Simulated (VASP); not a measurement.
# ZnCd2SeS2 in VASP: notebook

Runs on ZnCd2SeS2. Level: PBE. Tasks: single point, relaxation of cell and atoms.

Everything below comes from runs of VASP 6.6.1. Logs are shortened: lines on timing, memory, paths and dates and some standing lists are left out, and cuts for length are marked.

## (1) The cell of the first run

It takes space group Cmc2_1 (No. 36, orthorhombic). Conventional cell: a = 12.356 Å, b = 7.176 Å, c = 6.767 Å, α = 90.00°, β = 90.00°, γ = 90.00°. Zn (site symmetry m) has 2 S at 2.36 Å and 2 Se at 2.47 to 2.49 Å within 3.1 Å. Within 3.4 Å of Cd (site symmetry 1) lie 3 S at 2.56 to 2.58 Å and 1 Se at 2.68 Å. Within 3.3 Å of Se (site symmetry m) lie 2 Zn at 2.47 to 2.49 Å and 2 Cd at 2.68 Å. Within 3.1 Å of S (site symmetry 1) lie 1 Zn at 2.36 Å and 3 Cd at 2.56 to 2.58 Å.

## (2) Single point, PBE

Contents of INCAR:

```
PREC = Accurate
ENCUT = 520
EDIFF = 1E-6
ISMEAR = 0
SIGMA = 0.15
LREAL = F
LASPH = T
NELM = 100
ALGO = Normal
ISIF = 2
LWAVE = F
LCHARG = F
GGA = PE
NBANDS = 66
```

Contents of KPOINTS:

```
Automatic mesh
0
Gamma
  2 2 2
```

Contents of POSCAR:

```
ZnCd2SeS2
1.0
    6.1779735260     -3.5880654084      0.0000000000
    6.1779735260      3.5880654084      0.0000000000
    0.0000000000      0.0000000000      6.7665028986
Zn Cd Se S
2 4 2 4
Direct
    0.8300244232      0.1699755768      0.9893711653
    0.1699755768      0.8300244232      0.4893711653
    0.1672948686      0.4948383570      0.0065737431
    0.4948383570      0.1672948686      0.5065737431
    0.5051616430      0.8327051314      0.0065737431
    0.8327051314      0.5051616430      0.5065737431
    0.1508035067      0.8491964933      0.8564710099
    0.8491964933      0.1508035067      0.3564710099
    0.5154790552      0.1673375189      0.8870051693
    0.8326624811      0.4845209448      0.8870051693
    0.1673375189      0.5154790552      0.3870051693
    0.4845209448      0.8326624811      0.3870051693
```

Potentials or basis: VASP PAW PBE potentials, release 64 (Zn, Cd, Se, S).

Started as:

```sh
cat potpaw_PBE.64/Zn/POTCAR potpaw_PBE.64/Cd/POTCAR potpaw_PBE.64/Se/POTCAR potpaw_PBE.64/S/POTCAR > POTCAR
mpirun -np 1 vasp_std > vasp.out
```

OUTCAR:

```text
PREC = Accurate
   ENCUT = 520
   EDIFF = 1E-6
   ISMEAR = 0
   LREAL = F
   LASPH = T
   NELM = 100
   ISIF = 2
   GGA = PE

 ion  position               nearest neighbor table
   1  0.830  0.170  0.989-   9 2.36  10 2.36   7 2.47   8 2.49
   2  0.170  0.830  0.489-  11 2.36  12 2.36   8 2.47   7 2.49
   3  0.167  0.495  0.007-   9 2.56  10 2.56  11 2.58   7 2.68
   4  0.495  0.167  0.507-  11 2.56  12 2.56   9 2.58   8 2.68
   5  0.505  0.833  0.007-  10 2.56   9 2.56  12 2.58   7 2.68
   6  0.833  0.505  0.507-  12 2.56  11 2.56  10 2.58   8 2.68
   7  0.151  0.849  0.856-   1 2.47   2 2.49   3 2.68   5 2.68
   8  0.849  0.151  0.356-   2 2.47   1 2.49   4 2.68   6 2.68
   9  0.515  0.167  0.887-   1 2.36   3 2.56   5 2.56   4 2.58
  10  0.833  0.485  0.887-   1 2.36   5 2.56   3 2.56   6 2.58
  11  0.167  0.515  0.387-   2 2.36   4 2.56   6 2.56   3 2.58
  12  0.485  0.833  0.387-   2 2.36   6 2.56   4 2.56   5 2.58

  LATTYP: Found a base centered orthorhombic cell.
 ALAT       =     7.1761308168
 B/A-ratio  =     1.7218118464
 C/A-ratio  =     0.9429179974

  Lattice vectors:

 A1 = (  -6.1779735260,  -3.5880654084,   0.0000000000)
 A2 = (   6.1779735260,  -3.5880654084,   0.0000000000)
 A3 = (   0.0000000000,   0.0000000000,   6.7665028986)

Analysis of symmetry for initial positions (statically):
=====================================================================
 Subroutine PRICEL returns:
 Original cell was already a primitive cell.

 Routine SETGRP: Setting up the symmetry group for a
 base centered orthorhombic supercell.

 Subroutine GETGRP returns: Found  4 space group operations
 (whereof  2 operations were pure point group operations)
 out of a pool of  8 trial point group operations.

The static configuration has the point symmetry C_1h.
 The point group associated with its full space group is C_2v.

Analysis of symmetry for dynamics (positions and initial velocities):
=====================================================================
 Subroutine PRICEL returns:
 Original cell was already a primitive cell.

 Routine SETGRP: Setting up the symmetry group for a
 base centered orthorhombic supercell.

 Subroutine GETGRP returns: Found  4 space group operations
 (whereof  2 operations were pure point group operations)
 out of a pool of  8 trial point group operations.

The dynamic configuration has the point symmetry C_1h.
 The point group associated with its full space group is C_2v.

 Subroutine INISYM returns: Found  4 space group operations
 (whereof  2 operations are pure point group operations),
 and found     1 'primitive' translations

----------------------------------------------------------------------------------------

                                     Primitive cell

  volume of cell :     299.9858

  direct lattice vectors                    reciprocal lattice vectors
     6.177973526 -3.588065408  0.000000000     0.080932687 -0.139350860  0.000000000
     6.177973526  3.588065408  0.000000000     0.080932687  0.139350860  0.000000000
     0.000000000  0.000000000  6.766502899     0.000000000  0.000000000  0.147786828

  length of vectors
     7.144338336  7.144338336  6.766502899     0.161148261  0.161148261  0.147786828

  position of ions in fractional coordinates (direct lattice)
     0.830024423  0.169975577  0.989371165
     0.169975577  0.830024423  0.489371165
     0.167294869  0.494838357  0.006573743
     0.494838357  0.167294869  0.506573743
     0.505161643  0.832705131  0.006573743
     0.832705131  0.505161643  0.506573743
     0.150803507  0.849196493  0.856471010
     0.849196493  0.150803507  0.356471010
     0.515479055  0.167337519  0.887005169
     0.832662481  0.484520945  0.887005169
     0.167337519  0.515479055  0.387005169
     0.484520945  0.832662481  0.387005169

  ion indices of the primitive-cell ions
   primitive index   ion index
                 1           1
                 2           2
                 3           3
                 4           4
                 5           5
                 6           6
                 7           7
                 8           8
                 9           9
                10          10
                11          11
                12          12

----------------------------------------------------------------------------------------

 KPOINTS: Automatic mesh

Automatic generation of k-mesh.
 Grid dimensions read from file:
 generate k-points for:    2    2    2

 Generating k-lattice:

  Cartesian coordinates                     Fractional coordinates (reciprocal lattice)
     0.040466344 -0.069675430  0.000000000     0.500000000  0.000000000  0.000000000
     0.040466344  0.069675430  0.000000000     0.000000000  0.500000000  0.000000000
     0.000000000  0.000000000  0.073893414     0.000000000  0.000000000  0.500000000

  Length of vectors
     0.080574131  0.080574131  0.073893414

  Shift w.r.t. Gamma in fractional coordinates (k-lattice)
     0.000000000  0.000000000  0.000000000

 Subroutine IBZKPT returns following result:
 ===========================================

 Found      6 irreducible k-points:

 Following reciprocal coordinates:
            Coordinates               Weight
  0.000000  0.000000  0.000000      1.000000
  0.500000 -0.000000  0.000000      2.000000
  0.500000  0.500000  0.000000      1.000000
  0.000000  0.000000  0.500000      1.000000
  0.500000 -0.000000  0.500000      2.000000
  0.500000  0.500000  0.500000      1.000000
   k-points           NKPTS =      6   k-points in BZ     NKDIM =      6   number of bands    NBANDS=     66
   number of dos      NEDOS =    301   number of ions     NIONS =     12
   total plane-waves  NPLWV = 145800
   dimension x,y,z NGX =    54 NGY =   54 NGZ =   50
   dimension x,y,z NGXF=   108 NGYF=  108 NGZF=  100
   ions per type =               2   4   2   4
   NGX,Y,Z   is equivalent  to a cutoff of  12.57, 12.57, 12.28 a.u.
   NGXF,Y,Z  is equivalent  to a cutoff of  25.13, 25.13, 24.57 a.u.
 SYSTEM =  unknown system
   PREC   = accura    normal or accurate (medium, high low for compatibility)
   ISTART =      0    job   : 0-new  1-cont  2-samecut
   ICHARG =      2    charge: 1-file 2-atom 10-const
   ISPIN  =      1    spin polarized calculation?
   LNONCOLLINEAR =      F non collinear calculations
   LSORBIT =      F    spin-orbit coupling
   LASPH  =      T    aspherical Exc in radial PAW
   ENCUT  =  520.0 eV  38.22 Ry    6.18 a.u.  13.28 13.28 12.58*2*pi/ulx,y,z
   NELM   =    100;   NELMIN=  2; NELMDL= -5     # of ELM steps
   EDIFF  = 0.1E-05   stopping-criterion for ELM
   LREAL  =      F    real-space projection
   EDIFFG = 0.1E-04   stopping-criterion for IOM
   NSW    =      0    number of steps for IOM
   IBRION =     -1    ionic relax: 0-MD 1-quasi-New 2-CG
   NFREE  =      0    steps in history (QN), initial steepest desc. (CG)
   ISIF   =      2    stress and relaxation
   ISYM   =      2    0-nonsym 1-usesym 2-fastsym
   POTIM  = 0.5000    time-step for ionic-motion
   TEBEG  =    0.0;   TEEND  =   0.0 temperature during run
   PSTRESS=    0.0 pullay stress
   NELECT =     108.0000    total number of electrons
   NUPDOWN=      -1.0000    fix difference up-down
   EMIN   =  10.00;   EMAX   =-10.00  energy-range for DOS
   EFERMI =   0.00;   METHOD = LEGACY
   ISMEAR =     0;   SIGMA  =   0.15  broadening in eV -4-tet -1-fermi 0-gaus
   EFERMI_NEDOS =   21; number of points for ismear=-14 and -15
   IALGO  =     38    algorithm
   IMIX   =      4    mixing-type and parameters
     AMIX     =   0.40;   BMIX     =  1.00
     AMIX_MAG =   1.60;   BMIX_MAG =  1.00
  volume/ion in A,a.u.               =      25.00       168.70
  Fermi-wavevector in a.u.,A,eV,Ry     =   1.164615  2.200804 18.453977  1.356329
  Thomas-Fermi vector in A             =   2.301151
   LORBIT       =      0    0 simple, 1 ext, 2 COOP (PROOUT), +10 PAW based schemes
   GGA     = PE    functional components
   LHFCALC =     F    Hartree Fock is set to
   AEXX    =    0.0000 exact exchange contribution
   IVDW    =     0    specifies the selected vdW correction
   LEPSILON=     F    determine dielectric tensor
   LRPA    =     F    only Hartree local field effects (RPA)
 non-spin polarized calculation
 Gauss-broadening in eV      SIGMA  =   0.15
  energy-cutoff  :      520.00
  volume of cell :      299.99
 maximum number of plane-waves:      8127
 NGX is ok and might be reduce to    54
   NGX = 27   NGY = 27   NGZ = 25

 number of electron     108.0000030 magnetization

 Free energy of the ion-electron system (eV)
  ---------------------------------------------------
  ext. energy  EPLUGINS =         0.00000000
  ---------------------------------------------------
  free energy    TOTEN  =       -36.66799589 eV

  energy without entropy =      -36.66799587  energy(sigma->0) =      -36.66799588

 E-fermi :   1.6922     XC(G=0):  -9.0390

 val. band max:        1.1267832003   @ k =   0.0000   0.0000   0.0000
 cond. band min:       2.2481153595   @ k =   0.0000   0.0000   0.0000
 fundamental gap:      1.1213321592
 Fermi energy:         1.6922230069

 k-point     1 :       0.0000    0.0000    0.0000
  band No.  band energies     occupation
      1     -11.3446      2.00000
      2     -10.8434      2.00000
      3     -10.6976      2.00000
      4     -10.6970      2.00000
      5     -10.6787      2.00000
      6     -10.6615      2.00000
[... 58 lines left out ...]
     65       7.5930      0.00000
     66       8.0758      0.00000

 k-point     2 :       0.5000   -0.0000    0.0000
  band No.  band energies     occupation
      1     -11.1170      2.00000
      2     -11.0066      2.00000
      3     -10.8020      2.00000
      4     -10.6939      2.00000
      5     -10.6783      2.00000
      6     -10.6349      2.00000
[... 334 lines left out ...]
     65       6.6298      0.00000
     66       6.6298      0.00000

------------------------ aborting loop because EDIFF is reached ----------------------------------------

  FORCE on cell =-STRESS in cart. coord.  units (eV):
  Direction    XX          YY          ZZ          XY          YZ          ZX
  --------------------------------------------------------------------------------------
  -------------------------------------------------------------------------------------
  Total        0.6131106      1.0774276      0.4315930      0.0000000      0.0000000      0.0000000
  in kB        3.2745281      5.7543730      2.3050708      0.0000000      0.0000000      0.0000000
  external PRESSURE =       3.7779906 kB  Pullay stress =       0.0000000 kB

 VOLUME and BASIS-vectors are now :
 -----------------------------------------------------------------------------
  energy-cutoff  :      520.00
  volume of cell :      299.99
      direct lattice vectors                 reciprocal lattice vectors
     6.177973526 -3.588065408  0.000000000     0.080932687 -0.139350860  0.000000000
     6.177973526  3.588065408  0.000000000     0.080932687  0.139350860  0.000000000
     0.000000000  0.000000000  6.766502899     0.000000000  0.000000000  0.147786828

 POSITION                                       TOTAL-FORCE (eV/Angst)
 -----------------------------------------------------------------------------------
      6.17797     -2.36830      6.69458         0.000000      0.069385     -0.001568
      6.17797      2.36830      3.31133         0.000000     -0.069385     -0.001568
      4.09064      1.17525      0.04448         0.052207      0.027754      0.040076
      4.09064     -1.17525      3.42773         0.052207     -0.027754      0.040076
      8.26531      1.17525      0.04448        -0.052207      0.027754      0.040076
      8.26531     -1.17525      3.42773        -0.052207     -0.027754      0.040076
      6.17797      2.50588      5.79531         0.000000     -0.047717      0.013049
      6.17797     -2.50588      2.41206         0.000000      0.047717      0.013049
      4.21842     -1.24915      6.00192         0.024673     -0.020779     -0.045817
      8.13752     -1.24915      6.00192        -0.024673     -0.020779     -0.045817
      4.21842      1.24915      2.61867         0.024673      0.020779     -0.045817
      8.13752      1.24915      2.61867        -0.024673      0.020779     -0.045817
 -----------------------------------------------------------------------------------
    total drift:                                0.000000      0.000000     -0.002763

  FREE ENERGIE OF THE ION-ELECTRON SYSTEM (eV)
  ---------------------------------------------------
  free  energy   TOTEN  =       -36.6679958922 eV

  energy  without entropy=      -36.6679958689  energy(sigma->0) =      -36.66799588
```

It took 3.3 min on 1 thread of AMD EPYC 9R45 (Zen 5), shared host; peak memory 0.39 GiB.

Results:

```
Free energy            : -36.6680 eV
Pressure               : 0.4 GPa
Largest force          : 0.071 eV/Å
Band gap on the k mesh : 1.12 eV
```

Forces in eV/Å, atoms in the order of the input:
```
Zn   0.000  0.069 -0.002
Zn   0.000 -0.069 -0.002
Cd   0.052  0.028  0.040
Cd   0.052 -0.028  0.040
Cd  -0.052  0.028  0.040
Cd  -0.052 -0.028  0.040
Se   0.000 -0.048  0.013
Se   0.000  0.048  0.013
S    0.025 -0.021 -0.046
S   -0.025 -0.021 -0.046
S    0.025  0.021 -0.046
S   -0.025  0.021 -0.046
```

Stress tensor (GPa, compression positive):
```
0.33 0.00 0.00
0.00 0.58 0.00
0.00 0.00 0.23
```

Levels at points of the mesh, in eV from the valence-band top:
```
           k point  band 52  band 53  band 54  band 55  band 56  band 57
(0.00, 0.00, 0.00)    -0.03    -0.01     0.00     1.12     2.61     4.42
(0.50, 0.00, 0.00)    -0.72    -0.59    -0.49     3.22     3.34     3.60
(0.50, 0.50, 0.00)    -0.72    -0.54    -0.45     3.24     3.37     3.50
(0.00, 0.00, 0.50)    -0.37    -0.37    -0.37     2.74     2.74     4.06
(0.50, 0.00, 0.50)    -1.12    -0.97    -0.97     3.20     3.20     3.91
(0.50, 0.50, 0.50)    -1.05    -0.99    -0.99     3.28     3.28     3.81
```

Caveat: the k points lie up to 0.51 Å⁻¹ apart.

## (3) Single point, PBE

This run uses another cell than the first one, of 25.09 Å³/atom.

Contents of INCAR:

```
PREC = Accurate
ENCUT = 520
EDIFF = 1E-6
ISMEAR = 0
SIGMA = 0.1
LREAL = False
LASPH = True
NELM = 80
ALGO = Normal
ISIF = 2
LWAVE = False
LCHARG = False
GGA = PE
NBANDS = 66
```

Contents of KPOINTS:

```
regular mesh
0
Gamma
  2 2 2
```

Contents of POSCAR:

```
ZnCd2SeS2
1.0
    0.0000000000      0.0000000000     -6.7788910543
    6.1763748152     -3.5948495077      0.0000000000
   -6.1763748152     -3.5948495077      0.0000000000
Zn Cd Se S
2 4 2 4
Direct
    0.9894438340      0.1733717893      0.1733717893
    0.4894438340      0.8266282107      0.8266282107
    0.0072139832      0.4971905421      0.8328953875
    0.5072139832      0.1671046125      0.5028094579
    0.0072139832      0.8328953875      0.4971905421
    0.5072139832      0.5028094579      0.1671046125
    0.8567951800      0.8508357424      0.8508357424
    0.3567951800      0.1491642576      0.1491642576
    0.8861665098      0.1679239947      0.4854583846
    0.8861665098      0.4854583846      0.1679239947
    0.3861665098      0.5145416154      0.8320760053
    0.3861665098      0.8320760053      0.5145416154
```

Potentials or basis: VASP PAW PBE potentials, release 64 (Zn, Cd, Se, S).

Started as:

```sh
cat potpaw_PBE.64/Zn/POTCAR potpaw_PBE.64/Cd/POTCAR potpaw_PBE.64/Se/POTCAR potpaw_PBE.64/S/POTCAR > POTCAR
mpirun -np 1 vasp_std > vasp.out
```

Run time: 3.4 min. Hardware: 1 thread of AMD EPYC 9R45 (Zen 5), shared host; peak memory 0.37 GiB.

Results (log left out):

| Quantity | Value |
| --- | --- |
| Free energy | -36.6736 eV |
| Pressure | 0.2 GPa |
| Largest force | 0.031 eV/Å |
| Band gap on the k mesh | 1.11 eV |

Forces in eV/Å, atoms in the order of the input:
```
Zn   0.000 -0.006 -0.010
Zn   0.000  0.006 -0.010
Cd   0.003 -0.002 -0.004
Cd   0.003  0.002 -0.004
Cd  -0.003 -0.002 -0.004
Cd  -0.003  0.002 -0.004
Se   0.000  0.012  0.029
Se   0.000 -0.012  0.029
S   -0.006 -0.003 -0.005
S    0.006 -0.003 -0.005
S   -0.006  0.003 -0.005
S    0.006  0.003 -0.005
```

Stress tensor (GPa, compression positive):
```
0.23 0.00 0.00
0.00 0.24 0.00
0.00 0.00 0.09
```

Levels at points of the mesh, in eV from the valence-band top:
```
           k point  band 50  band 51  band 52  band 53  band 54  band 55  band 56  band 57  band 58  band 59
(0.00, 0.00, 0.00)    -0.73    -0.68    -0.04    -0.02     0.00     1.11     2.61     4.43     4.45     4.75
(0.50, 0.00, 0.00)    -1.11    -0.37    -0.37    -0.37    -0.37     2.73     2.73     4.04     4.04     4.12
(0.00, 0.50, 0.00)    -0.76    -0.75    -0.72    -0.59    -0.50     3.21     3.32     3.61     3.64     4.45
(0.50, 0.50, 0.00)    -1.27    -1.11    -1.11    -0.97    -0.97     3.20     3.20     3.89     3.89     4.19
(0.00, 0.50, 0.50)    -0.88    -0.78    -0.70    -0.53    -0.45     3.22     3.36     3.49     3.83     4.32
(0.50, 0.50, 0.50)    -1.37    -1.05    -1.05    -0.98    -0.98     3.26     3.26     3.81     3.81     4.23
```

Caveat: the k points lie up to 0.51 Å⁻¹ apart.

## (4) Single point, PBE

This run uses another cell than the first one, of 25.06 Å³/atom.

Contents of INCAR:

```
SYSTEM = ZnCd2SeS2
ALGO = Normal
EDIFF = 1E-7
ENCUT = 520
GGA = PE
ISIF = 2
ISMEAR = 0
LASPH = .TRUE.
LCHARG = .FALSE.
LREAL = .FALSE.
LWAVE = .FALSE.
NBANDS = 66
NELM = 60
PREC = Accurate
SIGMA = 0.1
```

Contents of KPOINTS:

```
k-points
0
G
  2 2 2
  0 0 0
```

Contents of POSCAR:

```
ZnCd2SeS2
1.0
   -0.0008034989     -0.0012127265     -6.7664434673
    6.1779626803     -3.5959191044      0.0000965345
   -6.1793036118     -3.5982056849     -0.0016219927
Zn Cd Se S
2 4 2 4
Direct
    0.9889212999      0.1736859447      0.1735243795
    0.4891436980      0.8263602362      0.8263626909
    0.0074434251      0.4975455580      0.8330975339
    0.5072565967      0.1667805202      0.5024248113
    0.0072350530      0.8332435359      0.4975164178
    0.5072148538      0.5023399922      0.1669159101
    0.8564314122      0.8508573481      0.8508329162
    0.3563227736      0.1490423364      0.1492117668
    0.8864839153      0.1684033933      0.4860747535
    0.8864828359      0.4861902412      0.1682379370
    0.3866067296      0.5138767811      0.8318297106
    0.3864574068      0.8316741127      0.5139711724
```

Started as:

```sh
cat potpaw_PBE.64/Zn/POTCAR potpaw_PBE.64/Cd/POTCAR potpaw_PBE.64/Se/POTCAR potpaw_PBE.64/S/POTCAR > POTCAR
mpirun -np 1 vasp_std > vasp.out
```

It took 5.4 min on 1 thread of AMD EPYC 9R45 (Zen 5), shared host; peak memory 0.42 GiB.

It converged, with:

- Free energy: -36.6735 eV
- Pressure: 0.2 GPa
- Largest force: 0.015 eV/Å
- Band gap on the k mesh: 1.11 eV

Forces on the atoms (eV/Å):
```
Zn  -0.002 -0.006  0.001
Zn   0.000  0.005  0.005
Cd   0.002 -0.003  0.004
Cd   0.003  0.003  0.002
Cd  -0.003 -0.003  0.002
Cd  -0.001  0.004  0.001
Se   0.002 -0.005  0.006
Se   0.000  0.005  0.006
S    0.008  0.010 -0.006
S   -0.008  0.009 -0.006
S    0.008 -0.009 -0.006
S   -0.009 -0.010 -0.007
```

Levels at points of the mesh, in eV from the valence-band top:
```
           k point  band 51  band 52  band 53  band 54  band 55  band 56  band 57  band 58
(0.00, 0.00, 0.00)    -0.68    -0.04    -0.01     0.00     1.11     2.61     4.43     4.46
(0.50, 0.00, 0.00)    -0.38    -0.38    -0.37    -0.37     2.74     2.74     4.05     4.06
(0.00, 0.50, 0.00)    -0.75    -0.72    -0.59    -0.50     3.22     3.33     3.61     3.65
(0.50, 0.50, 0.00)    -1.11    -1.11    -0.97    -0.97     3.21     3.21     3.90     3.90
(0.00, 0.00, 0.50)    -0.75    -0.72    -0.59    -0.50     3.22     3.33     3.61     3.64
(0.50, 0.00, 0.50)    -1.11    -1.11    -0.97    -0.97     3.21     3.21     3.90     3.90
(0.00, 0.50, 0.50)    -0.78    -0.70    -0.53    -0.44     3.23     3.37     3.51     3.82
(0.50, 0.50, 0.50)    -1.05    -1.05    -0.98    -0.98     3.26     3.27     3.82     3.82
```

Caveat: the k points lie up to 0.51 Å⁻¹ apart.

(Continued in part 2 of 2.)
